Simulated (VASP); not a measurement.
# Sn in VASP: further runs, part 2 of 3

VASP 6.6.1. Earlier steps stand in the parts before.

**3. Single point, PBE+D3(BJ) (the cell strained at random)**

File INCAR:

```
SYSTEM = Sn
PREC = Accurate ; ENCUT = 520
EDIFF = 1E-7 ; ISMEAR = 1
SIGMA = 0.1 ; LREAL = .FALSE.
LASPH = .TRUE. ; NELM = 60
ALGO = Fast ; ISIF = 2
LWAVE = .FALSE. ; LCHARG = .TRUE.
GGA = PE ; IVDW = 12
LELF = .TRUE. ; LVHAR = .TRUE.
NBANDS = 13
```

File KPOINTS:

```
Automatic mesh
0
G
  10 10 10
  0 0 0
```

File POSCAR:

```
Sn
1.0
   -2.0918300000      2.0352410000      1.6716340000
    2.0717670000     -2.0752320000      1.6959840000
    1.9871210000      1.9705230000     -1.7204980000
Sn
1
Direct
    0.0000000000      0.0000000000      0.0000000000
```

Potentials or basis: VASP PAW PBE potentials, release 64 (Sn_d).

On the command line:

```console
$ cat potpaw_PBE.64/Sn_d/POTCAR > POTCAR
$ mpirun -np 1 vasp_std > vasp.out
```

OUTCAR:

```text
SYSTEM = Sn
   PREC = Accurate
   ENCUT = 520
   EDIFF = 1E-7
   ISMEAR = 1
   LREAL = .FALSE.
   LASPH = .TRUE.
   NELM = 60
   ISIF = 2
   GGA = PE
   IVDW = 12
 IVDW          = 12

 ion  position               nearest neighbor table
   1  0.000  0.000  0.000-

  LATTYP: Found a triclinic cell.
 ALAT       =     3.2850759702
 B/A-ratio  =     1.2198896605
 C/A-ratio  =     1.0252168385
 COS(alpha) =     0.0239057972
 COS(beta)  =     0.5344113423
 COS(gamma) =     0.5901724741

  Lattice vectors:

 A1 = (  -1.9871210000,  -1.9705230000,   1.7204980000)
 A2 = (   0.1047090000,  -4.0057640000,   0.0488640000)
 A3 = (  -0.0200630000,  -0.0399910000,   3.3676180000)

Analysis of symmetry for initial positions (statically):
=====================================================================
 Subroutine PRICEL returns:
 Original cell was already a primitive cell.

 Routine SETGRP: Setting up the symmetry group for a
 triclinic supercell.

 Subroutine GETGRP returns: Found  2 space group operations
 (whereof  2 operations were pure point group operations)
 out of a pool of  2 trial point group operations.

The static configuration has the point symmetry S_2 .

Analysis of symmetry for dynamics (positions and initial velocities):
=====================================================================
 Subroutine PRICEL returns:
 Original cell was already a primitive cell.

 Routine SETGRP: Setting up the symmetry group for a
 triclinic supercell.

 Subroutine GETGRP returns: Found  2 space group operations
 (whereof  2 operations were pure point group operations)
 out of a pool of  2 trial point group operations.

The dynamic configuration has the point symmetry S_2 .

 Subroutine INISYM returns: Found  2 space group operations
 (whereof  2 operations are pure point group operations),
 and found     1 'primitive' translations

----------------------------------------------------------------------------------------

                                     Primitive cell

  volume of cell :      27.3534

  direct lattice vectors                    reciprocal lattice vectors
    -2.091830000  2.035241000  1.671634000     0.008352038  0.253518188  0.300006121
     2.071767000 -2.075232000  1.695984000     0.248437473  0.010135845  0.298546255
     1.987121000  1.970523000 -1.720498000     0.253012517  0.256309426  0.004551069

  length of vectors
     3.363379091  3.387501747  3.285075970     0.392867536  0.388527708  0.360181298

  position of ions in fractional coordinates (direct lattice)
     0.000000000  0.000000000  0.000000000

  ion indices of the primitive-cell ions
   primitive index   ion index
                 1           1

----------------------------------------------------------------------------------------

 KPOINTS: Automatic mesh

Automatic generation of k-mesh.
 Grid dimensions read from file:
 generate k-points for:   10   10   10

 Generating k-lattice:

  Cartesian coordinates                     Fractional coordinates (reciprocal lattice)
     0.000835204  0.025351819  0.030000612     0.100000000  0.000000000 -0.000000000
     0.024843747  0.001013585  0.029854626    -0.000000000  0.100000000  0.000000000
     0.025301252  0.025630943  0.000455107     0.000000000 -0.000000000  0.100000000

[... 39 lines left out ...]
   number of dos      NEDOS =    301   number of ions     NIONS =      1
   total plane-waves  NPLWV =  18816
   dimension x,y,z NGX =    28 NGY =   28 NGZ =   24
   dimension x,y,z NGXF=    56 NGYF=   56 NGZF=   48
   ions per type =               1
   NGX,Y,Z   is equivalent  to a cutoff of  13.84, 13.74, 12.15 a.u.
   NGXF,Y,Z  is equivalent  to a cutoff of  27.68, 27.48, 24.29 a.u.
 SYSTEM =  Sn
   PREC   = accura    normal or accurate (medium, high low for compatibility)
   ISTART =      0    job   : 0-new  1-cont  2-samecut
   ICHARG =      2    charge: 1-file 2-atom 10-const
   ISPIN  =      1    spin polarized calculation?
   LNONCOLLINEAR =      F non collinear calculations
   LSORBIT =      F    spin-orbit coupling
   LASPH  =      T    aspherical Exc in radial PAW
   ENCUT  =  520.0 eV  38.22 Ry    6.18 a.u.   6.25  6.30  6.11*2*pi/ulx,y,z
   NELM   =     60;   NELMIN=  2; NELMDL= -5     # of ELM steps
   EDIFF  = 0.1E-06   stopping-criterion for ELM
   LREAL  =      F    real-space projection
   EDIFFG = 0.1E-05   stopping-criterion for IOM
   NSW    =      0    number of steps for IOM
   IBRION =     -1    ionic relax: 0-MD 1-quasi-New 2-CG
   NFREE  =      0    steps in history (QN), initial steepest desc. (CG)
   ISIF   =      2    stress and relaxation
   ISYM   =      2    0-nonsym 1-usesym 2-fastsym
   POTIM  = 0.5000    time-step for ionic-motion
   TEBEG  =    0.0;   TEEND  =   0.0 temperature during run
   PSTRESS=    0.0 pullay stress
   NELECT =      14.0000    total number of electrons
   NUPDOWN=      -1.0000    fix difference up-down
   EMIN   =  10.00;   EMAX   =-10.00  energy-range for DOS
   EFERMI =   0.00;   METHOD = LEGACY
   ISMEAR =     1;   SIGMA  =   0.10  broadening in eV -4-tet -1-fermi 0-gaus
   EFERMI_NEDOS =   21; number of points for ismear=-14 and -15
   IALGO  =     68    algorithm
   IMIX   =      4    mixing-type and parameters
     AMIX     =   0.40;   BMIX     =  1.00
     AMIX_MAG =   1.60;   BMIX_MAG =  1.00
  volume/ion in A,a.u.               =      27.35       184.59
  Fermi-wavevector in a.u.,A,eV,Ry     =   1.309524  2.474642 23.331996  1.714853
  Thomas-Fermi vector in A             =   2.440117
   LORBIT       =      0    0 simple, 1 ext, 2 COOP (PROOUT), +10 PAW based schemes
   GGA     = PE    functional components
   LHFCALC =     F    Hartree Fock is set to
   AEXX    =    0.0000 exact exchange contribution
   IVDW    =    12    specifies the selected vdW correction
   LEPSILON=     F    determine dielectric tensor
   LRPA    =     F    only Hartree local field effects (RPA)
 non-spin polarized calculation
 RMM-DIIS sequential band-by-band and
 Methfessel and Paxton  Order N= 1 SIGMA  =   0.10
  energy-cutoff  :      520.00
  volume of cell :       27.35
 maximum number of plane-waves:       752
 NGX is ok and might be reduce to    28
   NGX = 13   NGY = 13   NGZ = 13

 number of electron      13.9999998 magnetization

 Free energy of the ion-electron system (eV)
  ---------------------------------------------------
  ext. energy  EPLUGINS =         0.00000000
  ---------------------------------------------------
  free energy    TOTEN  =        -3.76949270 eV

  energy without entropy =       -3.76903440  energy(sigma->0) =       -3.76933994

 E-fermi :   8.0263     XC(G=0): -10.3278

 val. band max:        8.0202127165   @ k =  -0.4000  -0.0000   0.2000
 cond. band min:       8.0275595055   @ k =   0.3000  -0.1000   0.4000
 fundamental gap:      0.0073467890
 Fermi energy:         8.0262952123

 k-point     1 :       0.0000    0.0000    0.0000
  band No.  band energies     occupation
      1     -13.5866      2.00000
      2     -13.5355      2.00000
      3     -13.4917      2.00000
      4     -13.4819      2.00000
      5     -13.3912      2.00000
      6      -3.0579      2.00000
      7      14.1016      0.00000
      8      15.7467      0.00000
      9      17.0884      0.00000
     10      17.9695      0.00000
     11      20.1978      0.00000
     12      20.2497      0.00000
     13      20.5452      0.00000
[... 354 lines left out ...]
  band No.  band energies     occupation
      1     -13.5443      2.00000
      2     -13.5403      2.00000
      3     -13.4863      2.00000
      4     -13.4262      2.00000
      5     -13.4104      2.00000
      6      -1.7407      2.00000
      7       8.0649      0.39765
      8      13.7380      0.00000
      9      14.9112      0.00000
     10      17.9339      0.00000
     11      19.6273      0.00000
     12      21.8265      0.00000
     13      22.1946      0.00000

 [... further k-points ...]

------------------------ aborting loop because EDIFF is reached ----------------------------------------

 Edisp (eV)   -0.38289

 E8    (eV) :    -0.1839

  FORCE on cell =-STRESS in cart. coord.  units (eV):
  Direction    XX          YY          ZZ          XY          YZ          ZX
  --------------------------------------------------------------------------------------
  -------------------------------------------------------------------------------------
  Total      -0.24855    -0.25584    -0.17843     0.28412     0.00794    -0.01713
  in kB     -14.55845   -14.98525   -10.45103    16.64198     0.46487    -1.00335
  external pressure =      -13.33 kB  Pullay stress =        0.00 kB

 VOLUME and BASIS-vectors are now :
 -----------------------------------------------------------------------------
  energy-cutoff  :      520.00
  volume of cell :       27.35
      direct lattice vectors                 reciprocal lattice vectors
    -2.091830000  2.035241000  1.671634000     0.008352038  0.253518188  0.300006121
     2.071767000 -2.075232000  1.695984000     0.248437473  0.010135845  0.298546255
     1.987121000  1.970523000 -1.720498000     0.253012517  0.256309426  0.004551069

 POSITION                                       TOTAL-FORCE (eV/Angst)
 -----------------------------------------------------------------------------------
      0.00000      0.00000      0.00000        -0.000000     -0.000000     -0.000000
 -----------------------------------------------------------------------------------
    total drift:                                0.000000     -0.000000     -0.000000

  FREE ENERGIE OF THE ION-ELECTRON SYSTEM (eV)
  ---------------------------------------------------
  free  energy   TOTEN  =        -4.1523794673 eV

  energy  without entropy=       -4.1519211676  energy(sigma->0) =       -4.15222670
```

OSZICAR:

```text
N       E                     dE             d eps       ncg     rms          rms(c)
DAV:   1     0.815598763263E+02    0.81560E+02   -0.72059E+03 13507   0.160E+03
DAV:   2     0.208523903294E+01   -0.79475E+02   -0.76913E+02 13939   0.343E+02
DAV:   3    -0.366030180159E+01   -0.57455E+01   -0.57192E+01 15644   0.741E+01
DAV:   4    -0.377841480989E+01   -0.11811E+00   -0.11808E+00 15510   0.114E+01
DAV:   5    -0.378239635916E+01   -0.39815E-02   -0.39815E-02 17023   0.205E+00    0.134E+00
RMM:   6    -0.377268905452E+01    0.97073E-02   -0.88753E-03 16615   0.124E+00    0.770E-01
RMM:   7    -0.376953616241E+01    0.31529E-02   -0.73312E-03 16446   0.102E+00    0.956E-02
RMM:   8    -0.376945351550E+01    0.82647E-04   -0.82564E-04 18078   0.433E-01    0.288E-02
RMM:   9    -0.376948845549E+01   -0.34940E-04   -0.32663E-04 20011   0.175E-01    0.181E-02
RMM:  10    -0.376949049210E+01   -0.20366E-05   -0.50912E-05 17729   0.106E-01    0.260E-03
RMM:  11    -0.376949254931E+01   -0.20572E-05   -0.29541E-05 21821   0.518E-02    0.564E-03
RMM:  12    -0.376949288523E+01   -0.33592E-06   -0.22436E-06 19718   0.145E-02    0.713E-03
RMM:  13    -0.376949269958E+01    0.18565E-06   -0.47386E-07 14883   0.912E-03    0.222E-03
RMM:  14    -0.376949270359E+01   -0.40031E-08   -0.15519E-07  9461   0.411E-03
   1 F= -.41523795E+01 E0= -.41522267E+01  d E =-.458300E-03
```

stdout:

```text
POSCAR found type information on POSCAR Sn
 POSCAR found :  1 types and       1 ions
 scaLAPACK will be used
 LDA part: xc-table for (Slater+PW92), standard interpolation
 POSCAR, INCAR and KPOINTS ok, starting setup
 FFT: planning ... GRIDC
 FFT: planning ... GRID_SOFT
 FFT: planning ... GRID
 WAVECAR not read
 entering main loop
WARNING in EDDRMM: call to ZHEGV failed, returncode =   8  4     12
WARNING in EDDRMM: call to ZHEGV failed, returncode =   8  4     11
WARNING in EDDRMM: call to ZHEGV failed, returncode =   8  4     12
WARNING in EDDRMM: call to ZHEGV failed, returncode =   6  3     11
WARNING in EDDRMM: call to ZHEGV failed, returncode =   8  4     11
WARNING in EDDRMM: call to ZHEGV failed, returncode =   8  4     12
WARNING in EDDRMM: call to ZHEGV failed, returncode =   6  3     10
WARNING in EDDRMM: call to ZHEGV failed, returncode =   8  4     13
WARNING in EDDRMM: call to ZHEGV failed, returncode =   6  3     12
WARNING in EDDRMM: call to ZHEGV failed, returncode =   6  3     11
WARNING in EDDRMM: call to ZHEGV failed, returncode =   8  4     10
 num prob WARNING in EDDRMM: call to ZHEGV failed, returncode =   6  3     10
WARNING in EDDRMM: call to ZHEGV failed, returncode =   6  3     11
WARNING in EDDRMM: call to ZHEGV failed, returncode =   6  3     11
WARNING in EDDRMM: call to ZHEGV failed, returncode =   6  3     10
WARNING in EDDRMM: call to ZHEGV failed, returncode =   6  3     13
WARNING in EDDRMM: call to ZHEGV failed, returncode =   6  3      9
 num prob RMM:  14    -0.376949270359E+01   -0.40031E-08   -0.15519E-07  9461   0.411E-03
```

Wall time 1.7 min (1 thread of Intel Xeon 6975P-C (Granite Rapids), shared host); peak memory 0.28 GiB.

Results:

* Free energy: -4.1524 eV
* Pressure: -1.3 GPa
* Band gap on the k mesh: zero (band 7 reaches 14.10 eV, above the bottom of band 8 at 5.82 eV)
* Dispersion energy per atom: -0.383 eV

Caveat: the cell differs from its parent crystal (the cell strained at random); spin-orbit coupling is left out, which moves the levels of the heavy elements; pairwise dispersion overbinds metals, which lowers pressure and volume.

[end of part 2 of 3]
